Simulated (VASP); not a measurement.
# SiNi (WC type) (P-6m2) in VASP: notebook

SiNi (WC type) is run at these levels: PBE; tasks: single point.

All numbers are computed with VASP 6.6.1; they aren't measurements. Logs are shortened: lines on timing, memory, paths and dates and some standing lists are left out, and cuts for length are marked.

## 1. The cell of the first run

It takes space group P-6m2 (No. 187, hexagonal). Conventional cell: a = 2.233 Å, b = 2.233 Å, c = 3.335 Å, α = 90.00°, β = 90.00°, γ = 120.00°. Within 2.8 Å of Ni (site symmetry -6m2) lie 6 Si at 2.11 Å and 6 Ni at 2.23 Å. Within 2.8 Å of Si (site symmetry -6m2) lie 6 Ni at 2.11 Å and 6 Si at 2.23 Å.

## 2. Single point, PBE

INCAR

```
PREC = Accurate ; ENCUT = 690
EDIFF = 1E-6 ; ISMEAR = -1
SIGMA = 0.1 ; LREAL = F
LASPH = T ; NELM = 120
ALGO = Normal ; ISIF = 2
LWAVE = F ; LCHARG = F
GGA = PE ; NBANDS = 18
GGA_COMPAT = F
```

KPOINTS

```
regular mesh
0
Gamma
  14 14 13
```

POSCAR

```
SiNi
1.0
    2.2332720644      0.0000000000      0.0000000000
   -1.1166360322      1.9340703414      0.0000000000
    0.0000000000      0.0000000000      3.3345366089
Ni Si
1 1
Direct
    0.0000000000      0.0000000000      0.0000000000
    0.3333333333      0.6666666667      0.5000000000
```

Potentials or basis: VASP PAW PBE potentials, release 64 (Ni_sv_GW, Si).

Command:

```sh
$ cat potpaw_PBE.64/Ni_sv_GW/POTCAR potpaw_PBE.64/Si/POTCAR > POTCAR
$ mpirun -np 1 vasp_std > vasp.out
```

OUTCAR:

```text
PREC = Accurate
   ENCUT = 690
   EDIFF = 1E-6
   ISMEAR = -1
   LREAL = F
   LASPH = T
   NELM = 120
   ISIF = 2
   GGA = PE

 ion  position               nearest neighbor table
   1  0.000  0.000  0.000-   2 2.11   2 2.11   2 2.11   2 2.11   2 2.11   2 2.11
   2  0.333  0.667  0.500-   1 2.11   1 2.11   1 2.11   1 2.11   1 2.11   1 2.11

  LATTYP: Found a hexagonal cell.
 ALAT       =     2.2332720644
 C/A-ratio  =     1.4931170555

  Lattice vectors:

 A1 = (   2.2332720644,   0.0000000000,   0.0000000000)
 A2 = (  -1.1166360322,   1.9340703414,   0.0000000000)
 A3 = (   0.0000000000,   0.0000000000,   3.3345366089)

Analysis of symmetry for initial positions (statically):
=====================================================================
 Subroutine PRICEL returns:
 Original cell was already a primitive cell.

 Routine SETGRP: Setting up the symmetry group for a
 hexagonal supercell.

 Subroutine GETGRP returns: Found 12 space group operations
 (whereof 12 operations were pure point group operations)
 out of a pool of 24 trial point group operations.

The static configuration has the point symmetry D_3h.

Analysis of symmetry for dynamics (positions and initial velocities):
=====================================================================
 Subroutine PRICEL returns:
 Original cell was already a primitive cell.

 Routine SETGRP: Setting up the symmetry group for a
 hexagonal supercell.

 Subroutine GETGRP returns: Found 12 space group operations
 (whereof 12 operations were pure point group operations)
 out of a pool of 24 trial point group operations.

The dynamic configuration has the point symmetry D_3h.

 Subroutine INISYM returns: Found 12 space group operations
 (whereof 12 operations are pure point group operations),
 and found     1 'primitive' translations

----------------------------------------------------------------------------------------

                                     Primitive cell

  volume of cell :      14.4029

  direct lattice vectors                    reciprocal lattice vectors
     2.233272064  0.000000000  0.000000000     0.447773478  0.258522138  0.000000000
    -1.116636032  1.934070341  0.000000000     0.000000000  0.517044276  0.000000000
     0.000000000  0.000000000  3.334536609     0.000000000  0.000000000  0.299891744

  length of vectors
     2.233272064  2.233272064  3.334536609     0.517044276  0.517044276  0.299891744

  position of ions in fractional coordinates (direct lattice)
     0.000000000  0.000000000  0.000000000
     0.333333333  0.666666667  0.500000000

  ion indices of the primitive-cell ions
   primitive index   ion index
                 1           1
                 2           2

----------------------------------------------------------------------------------------

 KPOINTS: regular mesh

Automatic generation of k-mesh.
 Grid dimensions read from file:
 generate k-points for:   14   14   13

 Generating k-lattice:

  Cartesian coordinates                     Fractional coordinates (reciprocal lattice)
     0.031983820  0.018465867  0.000000000     0.071428571 -0.000000000  0.000000000
     0.000000000  0.036931734  0.000000000     0.000000000  0.071428571  0.000000000
     0.000000000  0.000000000  0.023068596     0.000000000  0.000000000  0.076923077

  Length of vectors
     0.036931734  0.036931734  0.023068596

  Shift w.r.t. Gamma in fractional coordinates (k-lattice)
     0.000000000  0.000000000  0.000000000

 Subroutine IBZKPT returns following result:
 ===========================================

 Found    168 irreducible k-points:

 Following reciprocal coordinates:
            Coordinates               Weight
  0.000000  0.000000  0.000000      1.000000
  0.071429  0.000000  0.000000      6.000000
  0.142857  0.000000  0.000000      6.000000
  0.214286  0.000000  0.000000      6.000000
  0.285714 -0.000000  0.000000      6.000000
  0.357143  0.000000  0.000000      6.000000
[... 16 lines left out ...]
  0.285714  0.285714  0.000000      6.000000
  0.357143  0.285714  0.000000      6.000000
 [... further k-points ...]
   k-points           NKPTS =    168   k-points in BZ     NKDIM =    168   number of bands    NBANDS=     18
   number of dos      NEDOS =    301   number of ions     NIONS =      2
   total plane-waves  NPLWV =  12000
   dimension x,y,z NGX =    20 NGY =   20 NGZ =   30
   dimension x,y,z NGXF=    40 NGYF=   40 NGZF=   60
   ions per type =               1   1
   NGX,Y,Z   is equivalent  to a cutoff of  14.89, 14.89, 14.96 a.u.
   NGXF,Y,Z  is equivalent  to a cutoff of  29.78, 29.78, 29.91 a.u.
 SYSTEM =  unknown system
   PREC   = accura    normal or accurate (medium, high low for compatibility)
   ISTART =      0    job   : 0-new  1-cont  2-samecut
   ICHARG =      2    charge: 1-file 2-atom 10-const
   ISPIN  =      1    spin polarized calculation?
   LNONCOLLINEAR =      F non collinear calculations
   LSORBIT =      F    spin-orbit coupling
   LASPH  =      T    aspherical Exc in radial PAW
   ENCUT  =  690.0 eV  50.71 Ry    7.12 a.u.   4.78  4.78  7.14*2*pi/ulx,y,z
   NELM   =    120;   NELMIN=  2; NELMDL= -5     # of ELM steps
   EDIFF  = 0.1E-05   stopping-criterion for ELM
   LREAL  =      F    real-space projection
   EDIFFG = 0.1E-04   stopping-criterion for IOM
   NSW    =      0    number of steps for IOM
   IBRION =     -1    ionic relax: 0-MD 1-quasi-New 2-CG
   NFREE  =      0    steps in history (QN), initial steepest desc. (CG)
   ISIF   =      2    stress and relaxation
   ISYM   =      2    0-nonsym 1-usesym 2-fastsym
   POTIM  = 0.5000    time-step for ionic-motion
   TEBEG  =    0.0;   TEEND  =   0.0 temperature during run
   PSTRESS=    0.0 pullay stress
   NELECT =      22.0000    total number of electrons
   NUPDOWN=      -1.0000    fix difference up-down
   EMIN   =  10.00;   EMAX   =-10.00  energy-range for DOS
   EFERMI =   0.00;   METHOD = LEGACY
   ISMEAR =    -1;   SIGMA  =   0.10  broadening in eV -4-tet -1-fermi 0-gaus
   EFERMI_NEDOS =   21; number of points for ismear=-14 and -15
   IALGO  =     38    algorithm
   IMIX   =      4    mixing-type and parameters
     AMIX     =   0.40;   BMIX     =  1.00
     AMIX_MAG =   1.60;   BMIX_MAG =  1.00
  volume/ion in A,a.u.               =       7.20        48.60
  Fermi-wavevector in a.u.,A,eV,Ry     =   1.885382  3.562855 48.364136  3.554664
  Thomas-Fermi vector in A             =   2.927882
   LORBIT       =      0    0 simple, 1 ext, 2 COOP (PROOUT), +10 PAW based schemes
   GGA     = PE    functional components
   LHFCALC =     F    Hartree Fock is set to
   AEXX    =    0.0000 exact exchange contribution
   IVDW    =     0    specifies the selected vdW correction
   LEPSILON=     F    determine dielectric tensor
   LRPA    =     F    only Hartree local field effects (RPA)
 non-spin polarized calculation
  energy-cutoff  :      690.00
  volume of cell :       14.40
 maximum number of plane-waves:       606
 NGX is ok and might be reduce to    20
   NGX =  9   NGY =  9   NGZ = 15

 number of electron      21.9999983 magnetization

 Free energy of the ion-electron system (eV)
  ---------------------------------------------------
  ext. energy  EPLUGINS =         0.00000000
  ---------------------------------------------------
  free energy    TOTEN  =        -8.03995902 eV

  energy without entropy =       -8.02770357  energy(sigma->0) =       -8.03383130

 E-fermi :  19.2451     XC(G=0): -15.4984

 val. band max:       19.1944589950   @ k =   0.2857   0.1429   0.0769
 cond. band min:      19.2523790630   @ k =   0.2857   0.2143   0.0000
 fundamental gap:      0.0579200681
 Fermi energy:        19.2451006104

 k-point     1 :       0.0000    0.0000    0.0000
  band No.  band energies     occupation
      1     -86.2447      2.00000
      2     -46.9650      2.00000
      3     -46.2856      2.00000
      4     -46.2856      2.00000
      5      -0.1424      2.00000
      6      10.5985      2.00000
[... 10 lines left out ...]
     17      38.2515      0.00000
     18      42.0806      0.00000

 k-point     2 :       0.0714    0.0000    0.0000
  band No.  band energies     occupation
      1     -86.2403      2.00000
      2     -46.9608      2.00000
      3     -46.3139      2.00000
      4     -46.2922      2.00000
      5       0.0586      2.00000
      6      10.7565      2.00000
[... 10 lines left out ...]
     17      40.2241      0.00000
     18      41.1364      0.00000

 k-point     3 :       0.1429    0.0000    0.0000
  band No.  band energies     occupation
      1     -86.2269      2.00000
      2     -46.9490      2.00000
      3     -46.3921      2.00000
      4     -46.3106      2.00000
      5       0.6554      2.00000
      6      11.1833      2.00000
[... 10 lines left out ...]
     17      40.5481      0.00000
     18      41.5493      0.00000

 k-point     4 :       0.2143    0.0000    0.0000
  band No.  band energies     occupation
      1     -86.2074      2.00000
      2     -46.9318      2.00000
      3     -46.5046      2.00000
      4     -46.3367      2.00000
      5       1.6288      2.00000
      6      11.6436      2.00000
[... 375 lines left out ...]
      4     -46.5488      2.00000
      5       8.2526      2.00000
      6      10.7447      2.00000
[... 10 lines left out ...]
     17      32.6624      0.00000
     18      37.6953      0.00000

 k-point    23 :       0.2857    0.2857    0.0000
  band No.  band energies     occupation
      1     -86.1395      2.00000
      2     -46.8715      2.00000
      3     -46.7328      2.00000
      4     -46.5883      2.00000
      5       8.2271      2.00000
      6      11.4350      2.00000
[... 10 lines left out ...]
     17      33.2787      0.00000
     18      36.4296      0.00000

 k-point    24 :       0.3571    0.2857    0.0000
  band No.  band energies     occupation
      1     -86.1363      2.00000
      2     -46.8688      2.00000
      3     -46.7138      2.00000
      4     -46.6284      2.00000
      5       9.4392      2.00000
      6      10.6095      2.00000
[... 10 lines left out ...]
     17      32.0146      0.00000
     18      35.9432      0.00000

 [... further k-points ...]

------------------------ aborting loop because EDIFF is reached ----------------------------------------

  FORCE on cell =-STRESS in cart. coord.  units (eV):
  Direction    XX          YY          ZZ          XY          YZ          ZX
  --------------------------------------------------------------------------------------
  -------------------------------------------------------------------------------------
  Total       21.7978141     21.7978141     21.8649964      0.0000000      0.0000000      0.0000000
  in kB     2424.7900394   2424.7900396   2432.2633915      0.0000000      0.0000000      0.0000000
  external PRESSURE =    2427.2811568 kB  Pullay stress =       0.0000000 kB

 VOLUME and BASIS-vectors are now :
 -----------------------------------------------------------------------------
  energy-cutoff  :      690.00
  volume of cell :       14.40
      direct lattice vectors                 reciprocal lattice vectors
     2.233272064  0.000000000  0.000000000     0.447773478  0.258522138  0.000000000
    -1.116636032  1.934070341  0.000000000     0.000000000  0.517044276  0.000000000
     0.000000000  0.000000000  3.334536609     0.000000000  0.000000000  0.299891744

 POSITION                                       TOTAL-FORCE (eV/Angst)
 -----------------------------------------------------------------------------------
      0.00000      0.00000      0.00000        -0.000000      0.000000      0.000000
     -0.00000      1.28938      1.66727         0.000000     -0.000000      0.000000
 -----------------------------------------------------------------------------------
    total drift:                                0.000000     -0.000000      0.000000

  FREE ENERGIE OF THE ION-ELECTRON SYSTEM (eV)
  ---------------------------------------------------
  free  energy   TOTEN  =        -8.0399590168 eV

  energy  without entropy=       -8.0277035744  energy(sigma->0) =       -8.03383130
```

Run time: 58 s. Hardware: 1 thread of Intel Xeon Platinum 8488C (Sapphire Rapids), shared host; peak memory 0.2 GiB.

What came out:

```
Free energy            : -8.0400 eV
Pressure               : 242.7 GPa
Band gap on the k mesh : zero (bands 11 and 12 overlap by 1.26 eV)
```

Caveat: the cell stands under pressure. Spin polarisation is off, so any magnetic state and its effect on volume and gap are missing.

## 3. Single point, PBE (11.52 Å³/atom)

This run uses another cell than the first one, of 11.52 Å³/atom.

INCAR

```
PREC = Accurate
ENCUT = 690
EDIFF = 1E-6
ISMEAR = -1
SIGMA = 0.1
LREAL = F
LASPH = T
NELM = 120
ALGO = Normal
ISIF = 2
LWAVE = F
LCHARG = F
GGA = PE
NBANDS = 18
GGA_COMPAT = F
```

KPOINTS is that of step 2.

POSCAR

```
SiNi
1.0
    3.2978740059      0.0000000000      0.0000000000
   -1.6489370030      2.8560426676      0.0000000000
    0.0000000000      0.0000000000      2.4466430902
Ni Si
1 1
Direct
    0.0000000000      0.0000000000      0.0000000000
    0.3333333333      0.6666666667      0.5000000000
```

Potentials or basis: VASP PAW PBE potentials, release 64 (Ni_sv_GW, Si).

Command:

```sh
$ cat potpaw_PBE.64/Ni_sv_GW/POTCAR potpaw_PBE.64/Si/POTCAR > POTCAR
$ mpirun -np 1 vasp_std > vasp.out
```

Wall time 59 s (1 thread of Intel Xeon Platinum 8488C (Sapphire Rapids), shared host); peak memory 0.26 GiB.

The run converged. Its results:

```
Free energy            : -12.3953 eV
Pressure               : 24.8 GPa
Band gap on the k mesh : zero (bands 11 and 12 overlap by 5.62 eV)
```

Levels at points of the mesh, in eV from the Fermi level:
| k point | band 9 | band 10 | band 11 | band 12 | band 13 | band 14 |
| --- | --- | --- | --- | --- | --- | --- |
| (0.00, 0.00, 0.00) | -1.97 | -1.97 | 3.28 | 3.28 | 5.57 | 6.84 |
| (0.50, 0.00, 0.00) | -2.26 | -2.23 | -2.04 | -0.68 | 5.08 | 11.81 |

Caveat: the cell stands under pressure. Spin polarisation is off, so any magnetic state and its effect on volume and gap are missing.

## 4. Single point, PBE

This run uses another cell than the first one, of 13.09 Å³/atom.

INCAR

```
SYSTEM = SiNi
  PREC = Accurate
  ENCUT = 690
  EDIFF = 1E-6
  ISMEAR = -1
  SIGMA = 0.1
  LREAL = .False.
  LASPH = .True.
  NELM = 120
  ALGO = Normal
  ISIF = 2
  LWAVE = .False.
  LCHARG = .False.
  GGA = PE
  NBANDS = 18
  GGA_COMPAT = .False.
```

KPOINTS

```
regular mesh
0
Gamma
  14 14 13
  0 0 0
```

POSCAR

```
SiNi
1.0
    3.4865879049      0.0000000000      0.0000000000
   -1.7432939524      3.0194736982      0.0000000000
    0.0000000000      0.0000000000      2.4874526859
Ni Si
1 1
Direct
    0.0000000000      0.0000000000      0.0000000000
    0.3333333333      0.6666666667      0.5000000000
```

Command:

```sh
$ cat potpaw_PBE.64/Ni_sv_GW/POTCAR potpaw_PBE.64/Si/POTCAR > POTCAR
$ mpirun -np 1 vasp_std > vasp.out
```

Wall time 93 s (1 thread of AMD EPYC 9R45 (Zen 5), shared host); peak memory 0.25 GiB.

The run converged. Its results:

* Free energy: -12.6226 eV
* Pressure: -0.7 GPa
* Band gap on the k mesh: zero (bands 11 and 12 overlap by 4.75 eV)

Levels at points of the mesh, in eV from the Fermi level:
```csv
k point,band 8,band 9,band 10,band 11,band 12,band 13,band 14,band 15
"(0.00, 0.00, 0.00)",-3.58,-1.57,-1.57,2.64,2.64,4.87,6.27,6.27
"(0.50, 0.00, 0.00)",-2.57,-1.99,-1.77,-1.62,-0.72,4.46,11.30,11.68
```

## 5. Single point, PBE

This run uses another cell than the first one, of 11.52 Å³/atom.

INCAR

```
SYSTEM = SiNi
PREC = Accurate
ENCUT = 690
EDIFF = 1E-6
ISMEAR = -1
SIGMA = 0.1
LREAL = .False.
LASPH = .True.
NELM = 120
ALGO = Normal
ISIF = 2
LWAVE = .False.
LCHARG = .False.
GGA = PE
NBANDS = 18
GGA_COMPAT = .False.
```

KPOINTS is that of step 4.

POSCAR

```
SiNi
1.0
    3.2978740059      0.0000000000      0.0000000000
   -1.6489370030      2.8560426676      0.0000000000
    0.0000000000      0.0000000000      2.4466430902
Ni Si
1 1
Direct
    0.0000000000      0.0000000000      0.0000000000
    0.3333333333      0.6666666667      0.5000000000
```

Command:

```sh
$ cat potpaw_PBE.64/Ni_sv_GW/POTCAR potpaw_PBE.64/Si/POTCAR > POTCAR
$ mpirun -np 1 vasp_std > vasp.out
```

It took 45 s on 1 thread of Intel Xeon 6975P-C (Granite Rapids), shared host; peak memory 0.26 GiB.

It converged, with:

```yaml
Free_energy: -12.3953 eV
Pressure: 24.8 GPa
Band_gap_on_the_k_mesh: zero (bands 11 and 12 overlap by 5.62 eV)
```

Levels at points of the mesh, in eV from the Fermi level:
| k point | band 8 | band 9 | band 10 | band 11 | band 12 | band 13 | band 14 | band 15 |
| --- | --- | --- | --- | --- | --- | --- | --- | --- |
| (0.00, 0.00, 0.00) | -4.10 | -1.97 | -1.97 | 3.28 | 3.28 | 5.57 | 6.84 | 6.84 |
| (0.50, 0.00, 0.00) | -2.85 | -2.26 | -2.23 | -2.04 | -0.68 | 5.08 | 11.81 | 12.02 |

Caveat: the cell stands under pressure. Spin polarisation is off, so any magnetic state and its effect on volume and gap are missing.

## 6. Single point, PBE

This run uses another cell than the first one, of 10.47 Å³/atom.

INCAR

```
SYSTEM = SiNi
PREC = Accurate ; ENCUT = 690
EDIFF = 1E-6 ; ISMEAR = -1
SIGMA = 0.1 ; LREAL = .FALSE.
LASPH = .TRUE. ; NELM = 120
ALGO = Normal ; ISIF = 2
LWAVE = .FALSE. ; LCHARG = .FALSE.
GGA = PE ; NBANDS = 18
GGA_COMPAT = .FALSE.
```

KPOINTS

```
Automatic mesh
0
G
  14 14 13
  0 0 0
```

POSCAR

```
SiNi
1.0
    3.1569708080      0.0000000000      0.0000000000
   -1.5784854040      2.7340169188      0.0000000000
    0.0000000000      0.0000000000      2.4271964156
Ni Si
1 1
Direct
    0.0000000000      0.0000000000      0.0000000000
    0.3333333333      0.6666666667      0.5000000000
```

Potentials or basis: VASP PAW PBE potentials, release 64 (Ni_sv_GW, Si).

Command:

```sh
$ cat potpaw_PBE.64/Ni_sv_GW/POTCAR potpaw_PBE.64/Si/POTCAR > POTCAR
$ mpirun -np 1 vasp_std > vasp.out
```

Run time: 2 min. Hardware: 1 thread of Intel Xeon Platinum 8375C at 2.90GHz (Ice Lake), shared host; peak memory 0.26 GiB.

Results (log left out):

* Free energy: -11.8795 eV
* Pressure: 54.4 GPa
* Band gap on the k mesh: zero (bands 11 and 12 overlap by 5.93 eV)

Levels at points of the mesh, in eV from the Fermi level:
| k point | band 8 | band 9 | band 10 | band 11 | band 12 | band 13 | band 14 | band 15 |
| --- | --- | --- | --- | --- | --- | --- | --- | --- |
| (0.00, 0.00, 0.00) | -4.53 | -2.35 | -2.35 | 3.87 | 3.87 | 6.03 | 7.35 | 7.35 |
| (0.50, 0.00, 0.00) | -3.09 | -2.76 | -2.45 | -2.38 | -0.58 | 5.59 | 11.98 | 12.21 |

Caveat: the cell stands under pressure. Spin polarisation is off, so any magnetic state and its effect on volume and gap are missing.

[end of part 1 of 2]

The gap in the log of VASP goes by the Fermi energy; the results here count the filled bands.